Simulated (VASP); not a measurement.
# RbH2 (Cccm) in VASP: further runs

RbH2 is run at these levels: PBE; tasks: single point, relaxation of cell and atoms.

All numbers are computed with VASP 6.6.1; they aren't measurements. Logs are shortened: lines on timing, memory, paths and dates and some standing lists are left out, and cuts for length are marked.

## (1) The cell of the first run

The structure is orthorhombic, space group Cccm (No. 66). The conventional cell has a = 9.060 Å, b = 9.290 Å, c = 5.113 Å, α = 90.00°, β = 90.00°, γ = 90.00°. Within 4.3 Å of Rb (site symmetry 2/m) lie 8 H at 3.24 to 3.75 Å. H (site symmetry 2) has 1 H at 0.77 Å within 1.1 Å.

The cell was built from a structure type or drawn by symmetry, and may not be a known phase.

## (2) Single point, PBE

The input, INCAR:

```
SYSTEM = RbH2
PREC = Accurate
ENCUT = 520
EDIFF = 1E-6
ISMEAR = 0
SIGMA = 0.1
LREAL = .False.
LASPH = .True.
NELM = 60
ALGO = Normal
ISIF = 2
LWAVE = .False.
LCHARG = .False.
GGA = PE
NBANDS = 20
```

The input, KPOINTS:

```
Automatic mesh
0
Gamma
  6 6 6
  0 0 0
```

The input, POSCAR:

```
RbH2
1.0
    4.6450076585     -4.5299840543      0.0000000000
    4.6450076585      4.5299840543      0.0000000000
    0.0000000000      0.0000000000      5.1130264637
Rb H
2 4
Direct
    0.0000000000      0.5000000000      0.5000000000
    0.5000000000      0.0000000000      0.0000000000
    0.9584925968      0.9584925968      0.2500000000
    0.0415074032      0.0415074032      0.2500000000
    0.0415074032      0.0415074032      0.7500000000
    0.9584925968      0.9584925968      0.7500000000
```

Potentials or basis: VASP PAW PBE potentials, release 64 (Rb_sv, H).

Command:

```bash
$ cat potpaw_PBE.64/Rb_sv/POTCAR potpaw_PBE.64/H/POTCAR > POTCAR
$ mpirun -np 1 vasp_std > vasp.out
```

OUTCAR:

```text
SYSTEM = RbH2
   PREC = Accurate
   ENCUT = 520
   EDIFF = 1E-6
   ISMEAR = 0
   LREAL = .False.
   LASPH = .True.
   NELM = 60
   ISIF = 2
   GGA = PE

 ion  position               nearest neighbor table
   1  0.000  0.500  0.500-   3 3.24   4 3.24   5 3.24   6 3.24   2 5.20   2 5.20   2 5.20   2 5.20
                             2 5.30   2 5.30   2 5.30   2 5.30
   2  0.500  0.000  0.000-   3 3.24   4 3.24   5 3.24   6 3.24   1 5.20   1 5.20   1 5.20   1 5.20
                             1 5.30   1 5.30   1 5.30   1 5.30
   3  0.958  0.958  0.250-   4 0.77   2 3.24   1 3.24
   4  0.042  0.042  0.250-   3 0.77   2 3.24   1 3.24
   5  0.042  0.042  0.750-   6 0.77   2 3.24   1 3.24
   6  0.958  0.958  0.750-   5 0.77   2 3.24   1 3.24

  LATTYP: Found a base centered orthorhombic cell.
 ALAT       =     9.0599681086
 B/A-ratio  =     1.0253916135
 C/A-ratio  =     0.5643536933

  Lattice vectors:

 A1 = (  -4.6450076585,  -4.5299840543,   0.0000000000)
 A2 = (   4.6450076585,  -4.5299840543,   0.0000000000)
 A3 = (   0.0000000000,   0.0000000000,   5.1130264637)

Analysis of symmetry for initial positions (statically):
=====================================================================
 Subroutine PRICEL returns:
 Original cell was already a primitive cell.

 Routine SETGRP: Setting up the symmetry group for a
 base centered orthorhombic supercell.

 Subroutine GETGRP returns: Found  8 space group operations
 (whereof  4 operations were pure point group operations)
 out of a pool of  8 trial point group operations.

The static configuration has the point symmetry C_2h.
 The point group associated with its full space group is D_2h.

Analysis of symmetry for dynamics (positions and initial velocities):
=====================================================================
 Subroutine PRICEL returns:
 Original cell was already a primitive cell.

 Routine SETGRP: Setting up the symmetry group for a
 base centered orthorhombic supercell.

 Subroutine GETGRP returns: Found  8 space group operations
 (whereof  4 operations were pure point group operations)
 out of a pool of  8 trial point group operations.

The dynamic configuration has the point symmetry C_2h.
 The point group associated with its full space group is D_2h.

 Subroutine INISYM returns: Found  8 space group operations
 (whereof  4 operations are pure point group operations),
 and found     1 'primitive' translations

----------------------------------------------------------------------------------------

                                     Primitive cell

  volume of cell :     215.1747

  direct lattice vectors                    reciprocal lattice vectors
     4.645007658 -4.529984054  0.000000000     0.107642449 -0.110375664  0.000000000
     4.645007658  4.529984054  0.000000000     0.107642449  0.110375664  0.000000000
     0.000000000  0.000000000  5.113026464     0.000000000  0.000000000  0.195578882

  length of vectors
     6.488208665  6.488208665  5.113026464     0.154174201  0.154174201  0.195578882

  position of ions in fractional coordinates (direct lattice)
     1.000000000  0.500000000  0.500000000
     0.500000000  1.000000000  0.000000000
     0.958492597  0.958492597  0.250000000
     0.041507403  0.041507403  0.250000000
     0.041507403  0.041507403  0.750000000
     0.958492597  0.958492597  0.750000000

  ion indices of the primitive-cell ions
   primitive index   ion index
                 1           1
                 2           2
                 3           3
                 4           4
                 5           5
                 6           6

----------------------------------------------------------------------------------------

 KPOINTS: Automatic mesh

Automatic generation of k-mesh.
 Grid dimensions read from file:
 generate k-points for:    6    6    6

 Generating k-lattice:

  Cartesian coordinates                     Fractional coordinates (reciprocal lattice)
     0.017940408 -0.018395944  0.000000000     0.166666667 -0.000000000  0.000000000
     0.017940408  0.018395944  0.000000000    -0.000000000  0.166666667  0.000000000
     0.000000000  0.000000000  0.032596480     0.000000000  0.000000000  0.166666667

  Length of vectors
     0.025695700  0.025695700  0.032596480

  Shift w.r.t. Gamma in fractional coordinates (k-lattice)
     0.000000000  0.000000000  0.000000000

 Subroutine IBZKPT returns following result:
 ===========================================

 Found     52 irreducible k-points:

 Following reciprocal coordinates:
            Coordinates               Weight
  0.000000  0.000000  0.000000      1.000000
  0.166667  0.000000  0.000000      4.000000
  0.333333  0.000000  0.000000      4.000000
  0.500000  0.000000  0.000000      2.000000
  0.166667  0.166667  0.000000      2.000000
  0.333333  0.166667  0.000000      4.000000
[... 16 lines left out ...]
  0.333333  0.333333  0.166667      4.000000
  0.500000  0.333333  0.166667      8.000000
 [... further k-points ...]
   k-points           NKPTS =     52   k-points in BZ     NKDIM =     52   number of bands    NBANDS=     20
   number of dos      NEDOS =    301   number of ions     NIONS =      6
   total plane-waves  NPLWV =  92160
   dimension x,y,z NGX =    48 NGY =   48 NGZ =   40
   dimension x,y,z NGXF=    96 NGYF=   96 NGZF=   80
   ions per type =               2   4
   NGX,Y,Z   is equivalent  to a cutoff of  12.30, 12.30, 13.01 a.u.
   NGXF,Y,Z  is equivalent  to a cutoff of  24.60, 24.60, 26.01 a.u.
 SYSTEM =  RbH2
   PREC   = accura    normal or accurate (medium, high low for compatibility)
   ISTART =      0    job   : 0-new  1-cont  2-samecut
   ICHARG =      2    charge: 1-file 2-atom 10-const
   ISPIN  =      1    spin polarized calculation?
   LNONCOLLINEAR =      F non collinear calculations
   LSORBIT =      F    spin-orbit coupling
   LASPH  =      T    aspherical Exc in radial PAW
   ENCUT  =  520.0 eV  38.22 Ry    6.18 a.u.  12.06 12.06  9.51*2*pi/ulx,y,z
   NELM   =     60;   NELMIN=  2; NELMDL= -5     # of ELM steps
   EDIFF  = 0.1E-05   stopping-criterion for ELM
   LREAL  =      F    real-space projection
   EDIFFG = 0.1E-04   stopping-criterion for IOM
   NSW    =      0    number of steps for IOM
   IBRION =     -1    ionic relax: 0-MD 1-quasi-New 2-CG
   NFREE  =      0    steps in history (QN), initial steepest desc. (CG)
   ISIF   =      2    stress and relaxation
   ISYM   =      2    0-nonsym 1-usesym 2-fastsym
   POTIM  = 0.5000    time-step for ionic-motion
   TEBEG  =    0.0;   TEEND  =   0.0 temperature during run
   PSTRESS=    0.0 pullay stress
   NELECT =      22.0000    total number of electrons
   NUPDOWN=      -1.0000    fix difference up-down
   EMIN   =  10.00;   EMAX   =-10.00  energy-range for DOS
   EFERMI =   0.00;   METHOD = LEGACY
   ISMEAR =     0;   SIGMA  =   0.10  broadening in eV -4-tet -1-fermi 0-gaus
   EFERMI_NEDOS =   21; number of points for ismear=-14 and -15
   IALGO  =     38    algorithm
   IMIX   =      4    mixing-type and parameters
     AMIX     =   0.40;   BMIX     =  1.00
     AMIX_MAG =   1.60;   BMIX_MAG =  1.00
  volume/ion in A,a.u.               =      35.86       242.01
  Fermi-wavevector in a.u.,A,eV,Ry     =   0.765512  1.446608  7.973132  0.586009
  Thomas-Fermi vector in A             =   1.865649
   LORBIT       =      0    0 simple, 1 ext, 2 COOP (PROOUT), +10 PAW based schemes
   GGA     = PE    functional components
   LHFCALC =     F    Hartree Fock is set to
   AEXX    =    0.0000 exact exchange contribution
   IVDW    =     0    specifies the selected vdW correction
   LEPSILON=     F    determine dielectric tensor
   LRPA    =     F    only Hartree local field effects (RPA)
 non-spin polarized calculation
 Gauss-broadening in eV      SIGMA  =   0.10
  energy-cutoff  :      520.00
  volume of cell :      215.17
 maximum number of plane-waves:      5829
   NGX = 25   NGY = 25   NGZ = 19

 number of electron      21.9999998 magnetization

 Free energy of the ion-electron system (eV)
  ---------------------------------------------------
  ext. energy  EPLUGINS =         0.00000000
  ---------------------------------------------------
  free energy    TOTEN  =       -15.13085717 eV

  energy without entropy =      -15.12446076  energy(sigma->0) =      -15.12765897

 E-fermi :   0.0657     XC(G=0):  -5.5672

 val. band max:        0.0157303535   @ k =   0.5000   0.1667   0.0000
 cond. band min:       0.0677637324   @ k =  -0.1667   0.1667   0.0000
 fundamental gap:      0.0520333789
 Fermi energy:         0.0657157042

 k-point     1 :       0.0000    0.0000    0.0000
  band No.  band energies     occupation
      1     -28.9999      2.00000
      2     -28.9969      2.00000
      3     -13.1334      2.00000
      4     -13.1267      2.00000
      5     -13.0723      2.00000
      6     -13.0554      2.00000
[... 12 lines left out ...]
     19       3.8484      0.00000
     20       4.2650      0.00000

 k-point     2 :       0.1667    0.0000    0.0000
  band No.  band energies     occupation
      1     -28.9996      2.00000
      2     -28.9971      2.00000
      3     -13.1349      2.00000
      4     -13.1274      2.00000
      5     -13.0704      2.00000
      6     -13.0557      2.00000
[... 12 lines left out ...]
     19       3.8954      0.00000
     20       4.2061      0.00000
[... 465 lines left out ...]
      3     -13.1677      2.00000
      4     -13.1105      2.00000
      5     -13.0726      2.00000
      6     -13.0719      2.00000
[... 12 lines left out ...]
     19       3.6897      0.00000
     20       4.2851      0.00000

 k-point    24 :       0.5000    0.3333    0.1667
  band No.  band energies     occupation
      1     -28.9982      2.00000
      2     -28.9979      2.00000
      3     -13.1745      2.00000
      4     -13.1063      2.00000
      5     -13.0753      2.00000
      6     -13.0677      2.00000
[... 12 lines left out ...]
     19       3.8227      0.00000
     20       4.1388      0.00000

 [... further k-points ...]

------------------------ aborting loop because EDIFF is reached ----------------------------------------

  FORCE on cell =-STRESS in cart. coord.  units (eV):
  Direction    XX          YY          ZZ          XY          YZ          ZX
  --------------------------------------------------------------------------------------
  -------------------------------------------------------------------------------------
  Total       -0.0493140     -0.0570592     -0.0530942      0.0000000      0.0000000      0.0000000
  in kB       -0.3671890     -0.4248596     -0.3953365      0.0000000      0.0000000      0.0000000
  external PRESSURE =      -0.3957950 kB  Pullay stress =       0.0000000 kB

 VOLUME and BASIS-vectors are now :
 -----------------------------------------------------------------------------
  energy-cutoff  :      520.00
  volume of cell :      215.17
      direct lattice vectors                 reciprocal lattice vectors
     4.645007658 -4.529984054  0.000000000     0.107642449 -0.110375664  0.000000000
     4.645007658  4.529984054  0.000000000     0.107642449  0.110375664  0.000000000
     0.000000000  0.000000000  5.113026464     0.000000000  0.000000000  0.195578882

 POSITION                                       TOTAL-FORCE (eV/Angst)
 -----------------------------------------------------------------------------------
      2.32250      2.26499      2.55651         0.000000      0.000000      0.000000
      2.32250     -2.26499      0.00000         0.000000     -0.000000      0.000000
      8.90441      0.00000      1.27826         0.004266     -0.000000     -0.000000
      0.38560      0.00000      1.27826        -0.004266     -0.000000     -0.000000
      0.38560      0.00000      3.83477        -0.004266     -0.000000      0.000000
      8.90441      0.00000      3.83477         0.004266     -0.000000      0.000000
 -----------------------------------------------------------------------------------
    total drift:                                0.000000      0.000000      0.000000

  FREE ENERGIE OF THE ION-ELECTRON SYSTEM (eV)
  ---------------------------------------------------
  free  energy   TOTEN  =       -15.1308571689 eV

  energy  without entropy=      -15.1244607646  energy(sigma->0) =      -15.12765897
```

It took 2.1 min on 1 thread of Oxide Virtual Turin-like, shared host; peak memory 0.35 GiB.

What came out:

```yaml
Free_energy: -15.1309 eV
Pressure: 0.0 GPa
Largest_force: 0.004 eV/Å
Band_gap_on_the_k_mesh: zero (bands 11 and 12 overlap by 1.42 eV)
```

Forces on the atoms (eV/Å):
```
Rb   0.000  0.000  0.000
Rb   0.000  0.000  0.000
H    0.004  0.000  0.000
H   -0.004  0.000  0.000
H   -0.004  0.000  0.000
H    0.004  0.000  0.000
```

(Continued in part 2 of 2.)
